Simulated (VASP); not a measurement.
# In (Im-3m) in VASP: notebook

Runs on In. Level: PBE. Tasks: single point.

Everything below comes from runs of VASP 6.6.1. Logs are shortened: lines on timing, memory, paths and dates and some standing lists are left out, and cuts for length are marked.

### 1 The cell of the first run

The structure is cubic, space group Im-3m (No. 229). Conventional cell: a = 3.765 Å, b = 3.765 Å, c = 3.765 Å, α = 90.00°, β = 90.00°, γ = 90.00°. In (site symmetry m-3m) has 14 In at 3.26 to 3.77 Å within 4.3 Å.

### 2 Single point, PBE (volume scaled by 0.96)

INCAR reads:

```
  PREC = Accurate
  ENCUT = 520
  EDIFF = 1E-6
  ISMEAR = -1
  SIGMA = 0.1
  LREAL = F
  LASPH = T
  NELM = 80
  ALGO = Normal
  ISIF = 2
  LWAVE = F
  LCHARG = T
  GGA = PE
  LELF = T
  LVHAR = T
  NBANDS = 12
```

KPOINTS reads:

```
regular mesh
0
Gamma
  13 13 13
```

POSCAR reads:

```
In
1.0
   -1.8825215451      1.8825215451      1.8825215451
    1.8825215451     -1.8825215451      1.8825215451
    1.8825215451      1.8825215451     -1.8825215451
In
1
Direct
    0.0000000000      0.0000000000      0.0000000000
```

Potentials or basis: VASP PAW PBE potentials, release 64 (In_d).

Run with:

```sh
$ cat potpaw_PBE.64/In_d/POTCAR > POTCAR
$ mpirun -np 1 vasp_std > vasp.out
```

OUTCAR:

```text
PREC = Accurate
   ENCUT = 520
   EDIFF = 1E-6
   ISMEAR = -1
   LREAL = F
   LASPH = T
   NELM = 80
   ISIF = 2
   GGA = PE

 ion  position               nearest neighbor table
   1  0.000  0.000  0.000-

  LATTYP: Found a body centered cubic cell.
 ALAT       =     3.7650430902

  Lattice vectors:

 A1 = (  -1.8825215451,   1.8825215451,   1.8825215451)
 A2 = (   1.8825215451,  -1.8825215451,   1.8825215451)
 A3 = (   1.8825215451,   1.8825215451,  -1.8825215451)

Analysis of symmetry for initial positions (statically):
=====================================================================
 Subroutine PRICEL returns:
 Original cell was already a primitive cell.

 Routine SETGRP: Setting up the symmetry group for a
 body centered cubic supercell.

 Subroutine GETGRP returns: Found 48 space group operations
 (whereof 48 operations were pure point group operations)
 out of a pool of 48 trial point group operations.

The static configuration has the point symmetry O_h .

Analysis of symmetry for dynamics (positions and initial velocities):
=====================================================================
 Subroutine PRICEL returns:
 Original cell was already a primitive cell.

 Routine SETGRP: Setting up the symmetry group for a
 body centered cubic supercell.

 Subroutine GETGRP returns: Found 48 space group operations
 (whereof 48 operations were pure point group operations)
 out of a pool of 48 trial point group operations.

The dynamic configuration has the point symmetry O_h .

 Subroutine INISYM returns: Found 48 space group operations
 (whereof 48 operations are pure point group operations),
 and found     1 'primitive' translations

----------------------------------------------------------------------------------------

                                     Primitive cell

  volume of cell :      26.6858

  direct lattice vectors                    reciprocal lattice vectors
    -1.882521545  1.882521545  1.882521545     0.000000000  0.265601210  0.265601210
     1.882521545 -1.882521545  1.882521545     0.265601210  0.000000000  0.265601210
     1.882521545  1.882521545 -1.882521545     0.265601210  0.265601210  0.000000000

  length of vectors
     3.260622962  3.260622962  3.260622962     0.375616833  0.375616833  0.375616833

  position of ions in fractional coordinates (direct lattice)
     0.000000000  0.000000000  0.000000000

  ion indices of the primitive-cell ions
[... 80 lines left out ...]
   ISIF   =      2    stress and relaxation
   ISYM   =      2    0-nonsym 1-usesym 2-fastsym
   POTIM  = 0.5000    time-step for ionic-motion
   TEBEG  =    0.0;   TEEND  =   0.0 temperature during run
   PSTRESS=    0.0 pullay stress
   NELECT =      13.0000    total number of electrons
   NUPDOWN=      -1.0000    fix difference up-down
   EMIN   =  10.00;   EMAX   =-10.00  energy-range for DOS
   EFERMI =   0.00;   METHOD = LEGACY
   ISMEAR =    -1;   SIGMA  =   0.10  broadening in eV -4-tet -1-fermi 0-gaus
   EFERMI_NEDOS =   21; number of points for ismear=-14 and -15
   IALGO  =     38    algorithm
   IMIX   =      4    mixing-type and parameters
     AMIX     =   0.40;   BMIX     =  1.00
     AMIX_MAG =   1.60;   BMIX_MAG =  1.00
  volume/ion in A,a.u.               =      26.69       180.08
  Fermi-wavevector in a.u.,A,eV,Ry     =   1.288139  2.434229 22.576168  1.659302
  Thomas-Fermi vector in A             =   2.420111
   LORBIT       =      0    0 simple, 1 ext, 2 COOP (PROOUT), +10 PAW based schemes
   GGA     = PE    functional components
   LHFCALC =     F    Hartree Fock is set to
   AEXX    =    0.0000 exact exchange contribution
   IVDW    =     0    specifies the selected vdW correction
   LEPSILON=     F    determine dielectric tensor
   LRPA    =     F    only Hartree local field effects (RPA)
 non-spin polarized calculation
  energy-cutoff  :      520.00
  volume of cell :       26.69
 maximum number of plane-waves:       733
   NGX = 13   NGY = 13   NGZ = 13

 number of electron      13.0000005 magnetization

 Free energy of the ion-electron system (eV)
  ---------------------------------------------------
  ext. energy  EPLUGINS =         0.00000000
  ---------------------------------------------------
  free energy    TOTEN  =        -2.55293590 eV

  energy without entropy =       -2.53745515  energy(sigma->0) =       -2.54519552

 E-fermi :   7.2999     XC(G=0): -10.1615

 val. band max:        7.2207901026   @ k =  -0.4615   0.4615   0.4615
 cond. band min:       7.3345811202   @ k =  -0.3846   0.3846   0.1538
 fundamental gap:      0.1137910176
 Fermi energy:         7.2999369374

 k-point     1 :       0.0000    0.0000    0.0000
  band No.  band energies     occupation
      1      -7.3616      2.00000
      2      -7.3616      2.00000
      3      -7.3616      2.00000
      4      -7.0975      2.00000
      5      -7.0975      2.00000
      6      -2.1028      2.00000
      7      18.2018      0.00000
      8      18.2018      0.00000
      9      18.2018      0.00000
     10      20.2484      0.00000
     11      20.2484      0.00000
     12      20.2484      0.00000
[... 331 lines left out ...]
 k-point    24 :       0.2308    0.0769    0.0769
  band No.  band energies     occupation
      1      -7.4207      2.00000
      2      -7.3556      2.00000
      3      -7.1286      2.00000
      4      -7.1023      2.00000
      5      -7.0756      2.00000
      6       0.3781      2.00000
      7       9.2743      0.00000
      8      12.4378      0.00000
      9      13.4043      0.00000
     10      20.0149      0.00000
     11      20.1697      0.00000
     12      22.2466      0.00000

 [... further k-points ...]

------------------------ aborting loop because EDIFF is reached ----------------------------------------

  FORCE on cell =-STRESS in cart. coord.  units (eV):
  Direction    XX          YY          ZZ          XY          YZ          ZX
  --------------------------------------------------------------------------------------
  -------------------------------------------------------------------------------------
  Total        0.2438826      0.2438826      0.2438826     -0.0000000      0.0000000      0.0000000
  in kB       14.6423771     14.6423771     14.6423771     -0.0000000      0.0000000      0.0000000
  external PRESSURE =      14.6423771 kB  Pullay stress =       0.0000000 kB

 VOLUME and BASIS-vectors are now :
 -----------------------------------------------------------------------------
  energy-cutoff  :      520.00
  volume of cell :       26.69
      direct lattice vectors                 reciprocal lattice vectors
    -1.882521545  1.882521545  1.882521545     0.000000000  0.265601210  0.265601210
     1.882521545 -1.882521545  1.882521545     0.265601210  0.000000000  0.265601210
     1.882521545  1.882521545 -1.882521545     0.265601210  0.265601210  0.000000000

 POSITION                                       TOTAL-FORCE (eV/Angst)
 -----------------------------------------------------------------------------------
      0.00000      0.00000      0.00000         0.000000     -0.000000     -0.000000
 -----------------------------------------------------------------------------------
    total drift:                                0.000000      0.000000      0.000000

  FREE ENERGIE OF THE ION-ELECTRON SYSTEM (eV)
  ---------------------------------------------------
  free  energy   TOTEN  =        -2.5529359000 eV

  energy  without entropy=       -2.5374551479  energy(sigma->0) =       -2.54519552
```

stdout:

```text
POSCAR found type information on POSCAR In
 POSCAR found :  1 types and       1 ions
 scaLAPACK will be used
 LDA part: xc-table for (Slater+PW92), standard interpolation
 POSCAR, INCAR and KPOINTS ok, starting setup
 FFT: planning ... GRIDC
 FFT: planning ... GRID_SOFT
 FFT: planning ... GRID
 WAVECAR not read
 entering main loop
```

It took 5.6 s on 1 thread of Intel Xeon 6975P-C (Granite Rapids), shared host; peak memory 0.15 GiB.

Results:

| Item | Value |
| --- | --- |
| Free energy | -2.5529 eV |
| Pressure | 1.5 GPa |

Caveat: the cell differs from its parent crystal (volume scaled by 0.96); spin-orbit coupling is left out, which moves the levels of the heavy elements.

### 3 Single point, PBE

This run uses another cell than the first one, of 27.80 Å³/atom, 1.042 times its volume.

INCAR reads:

```
PREC = Accurate
ENCUT = 520
EDIFF = 1E-6
ISMEAR = -1
SIGMA = 0.1
LREAL = F
LASPH = T
NELM = 100
ALGO = Normal
ISIF = 2
LWAVE = F
LCHARG = T
GGA = PE
LELF = T
LVHAR = T
NBANDS = 12
```

KPOINTS reads:

```
Automatic mesh
0
Gamma
  13 13 13
```

POSCAR reads:

```
In
1.0
   -1.9083127164      1.9083127164      1.9083127164
    1.9083127164     -1.9083127164      1.9083127164
    1.9083127164      1.9083127164     -1.9083127164
In
1
Direct
    0.0000000000      0.0000000000      0.0000000000
```

Potentials or basis: VASP PAW PBE potentials, release 64 (In_d).

Run with:

```sh
$ cat potpaw_PBE.64/In_d/POTCAR > POTCAR
$ mpirun -np 1 vasp_std > vasp.out
```

OUTCAR:

```text
PREC = Accurate
   ENCUT = 520
   EDIFF = 1E-6
   ISMEAR = -1
   LREAL = F
   LASPH = T
   NELM = 100
   ISIF = 2
   GGA = PE

 ion  position               nearest neighbor table
   1  0.000  0.000  0.000-

  LATTYP: Found a body centered cubic cell.
 ALAT       =     3.8166254328

  Lattice vectors:

 A1 = (  -1.9083127164,   1.9083127164,   1.9083127164)
 A2 = (   1.9083127164,  -1.9083127164,   1.9083127164)
 A3 = (   1.9083127164,   1.9083127164,  -1.9083127164)

Analysis of symmetry for initial positions (statically):
=====================================================================
 Subroutine PRICEL returns:
 Original cell was already a primitive cell.

 Routine SETGRP: Setting up the symmetry group for a
 body centered cubic supercell.

 Subroutine GETGRP returns: Found 48 space group operations
 (whereof 48 operations were pure point group operations)
 out of a pool of 48 trial point group operations.

The static configuration has the point symmetry O_h .

Analysis of symmetry for dynamics (positions and initial velocities):
[... 169 lines left out ...]
      4      -7.5285      2.00000
      5      -7.5285      2.00000
      6      -2.2773      2.00000
      7      17.3190      0.00000
      8      17.3190      0.00000
      9      17.3190      0.00000
     10      19.6743      0.00000
     11      19.6743      0.00000
     12      19.6743      0.00000
[... 331 lines left out ...]
 k-point    24 :       0.2308    0.0769    0.0769
  band No.  band energies     occupation
      1      -7.8177      2.00000
      2      -7.7574      2.00000
      3      -7.5564      2.00000
      4      -7.5332      2.00000
      5      -7.5076      2.00000
      6       0.1165      2.00000
      7       8.7387      0.00000
      8      11.8347      0.00000
      9      12.8232      0.00000
     10      19.2060      0.00000
     11      19.4469      0.00000
     12      21.4630      0.00000

 [... further k-points ...]

------------------------ aborting loop because EDIFF is reached ----------------------------------------

  FORCE on cell =-STRESS in cart. coord.  units (eV):
  Direction    XX          YY          ZZ          XY          YZ          ZX
  --------------------------------------------------------------------------------------
  -------------------------------------------------------------------------------------
  Total       -0.0165200     -0.0165200     -0.0165200     -0.0000000      0.0000000     -0.0000000
  in kB       -0.9521637     -0.9521637     -0.9521637     -0.0000000      0.0000000     -0.0000000
  external PRESSURE =      -0.9521637 kB  Pullay stress =       0.0000000 kB

 VOLUME and BASIS-vectors are now :
 -----------------------------------------------------------------------------
  energy-cutoff  :      520.00
  volume of cell :       27.80
      direct lattice vectors                 reciprocal lattice vectors
    -1.908312716  1.908312716  1.908312716     0.000000000  0.262011564  0.262011564
     1.908312716 -1.908312716  1.908312716     0.262011564  0.000000000  0.262011564
     1.908312716  1.908312716 -1.908312716     0.262011564  0.262011564  0.000000000

 POSITION                                       TOTAL-FORCE (eV/Angst)
 -----------------------------------------------------------------------------------
      0.00000      0.00000      0.00000         0.000000     -0.000000      0.000000
 -----------------------------------------------------------------------------------
    total drift:                               -0.000000     -0.000000     -0.000000

  FREE ENERGIE OF THE ION-ELECTRON SYSTEM (eV)
  ---------------------------------------------------
  free  energy   TOTEN  =        -2.5579052363 eV

  energy  without entropy=       -2.5415265001  energy(sigma->0) =       -2.54971587
```

OSZICAR:

```text
N       E                     dE             d eps       ncg     rms          rms(c)
DAV:   1     0.800795717870E+02    0.80080E+02   -0.61959E+03  2048   0.135E+03
DAV:   2     0.138248735209E+01   -0.78697E+02   -0.76775E+02  2136   0.298E+02
DAV:   3    -0.248921595140E+01   -0.38717E+01   -0.38598E+01  2436   0.655E+01
DAV:   4    -0.257769933728E+01   -0.88483E-01   -0.88454E-01  2496   0.100E+01
DAV:   5    -0.258183023916E+01   -0.41309E-02   -0.41308E-02  2716   0.190E+00    0.200E+00
DAV:   6    -0.256195944885E+01    0.19871E-01   -0.32158E-02  2480   0.354E+00    0.995E-01
DAV:   7    -0.255812415007E+01    0.38353E-02   -0.10246E-02  2552   0.183E+00    0.228E-01
DAV:   8    -0.255789756168E+01    0.22659E-03   -0.77862E-04  2648   0.460E-01    0.300E-02
DAV:   9    -0.255790442428E+01   -0.68626E-05   -0.12851E-05  2864   0.472E-02    0.144E-02
DAV:  10    -0.255790523630E+01   -0.81202E-06   -0.11938E-06  2244   0.105E-02
   1 F= -.25579052E+01 E0= -.25497159E+01  d E =-.163787E-01
```

stdout:

```text
POSCAR found type information on POSCAR In
 POSCAR found :  1 types and       1 ions
 scaLAPACK will be used
 LDA part: xc-table for (Slater+PW92), standard interpolation
 POSCAR, INCAR and KPOINTS ok, starting setup
 FFT: planning ... GRIDC
 FFT: planning ... GRID_SOFT
 FFT: planning ... GRID
 WAVECAR not read
 entering main loop
```

It took 11 s on 1 thread of Intel Xeon 6975P-C (Granite Rapids), shared host; peak memory 0.16 GiB.

What came out:

```
Free energy : -2.5579 eV
Pressure    : -0.1 GPa
```

Levels at points of the mesh, in eV from the Fermi level:
| k point | band 2 | band 3 | band 4 | band 5 | band 6 | band 7 | band 8 | band 9 | band 10 | band 11 |
| --- | --- | --- | --- | --- | --- | --- | --- | --- | --- | --- |
| (0.00, 0.00, 0.00) | -14.61 | -14.61 | -14.38 | -14.38 | -9.12 | 10.47 | 10.47 | 10.47 | 12.83 | 12.83 |

Caveat: spin-orbit coupling is left out, which moves the levels of the heavy elements.

### 4 Single point, PBE (volume scaled by 1.04)

INCAR reads:

```
SYSTEM = In
PREC = Accurate ; ENCUT = 520
EDIFF = 1E-6 ; ISMEAR = -1
SIGMA = 0.1 ; LREAL = .False.
LASPH = .True. ; NELM = 80
ALGO = Normal ; ISIF = 2
LWAVE = .False. ; LCHARG = .False.
GGA = PE ; NBANDS = 12
```

KPOINTS reads:

```
Automatic mesh
0
Gamma
  13 13 13
  0 0 0
```

POSCAR reads:

```
In
1.0
   -1.9334249740      1.9334249740      1.9334249740
    1.9334249740     -1.9334249740      1.9334249740
    1.9334249740      1.9334249740     -1.9334249740
In
1
Direct
    0.0000000000      0.0000000000      0.0000000000
```

Run with:

```sh
$ cat potpaw_PBE.64/In_d/POTCAR > POTCAR
$ mpirun -np 1 vasp_std > vasp.out
```

It took 10 s on 1 thread of Intel Xeon 6975P-C (Granite Rapids), shared host; peak memory 0.16 GiB.

It converged, with:

```
Free energy : -2.5534 eV
Pressure    : -1.3 GPa
```

Levels at points of the mesh, in eV from the Fermi level:
| k point | band 2 | band 3 | band 4 | band 5 | band 6 | band 7 | band 8 | band 9 | band 10 | band 11 |
| --- | --- | --- | --- | --- | --- | --- | --- | --- | --- | --- |
| (0.00, 0.00, 0.00) | -14.58 | -14.58 | -14.36 | -14.36 | -8.87 | 10.07 | 10.07 | 10.07 | 12.70 | 12.70 |

Caveat: the cell differs from its parent crystal (volume scaled by 1.04); spin-orbit coupling is left out, which moves the levels of the heavy elements.

(Part 1 of 2 ends here.)
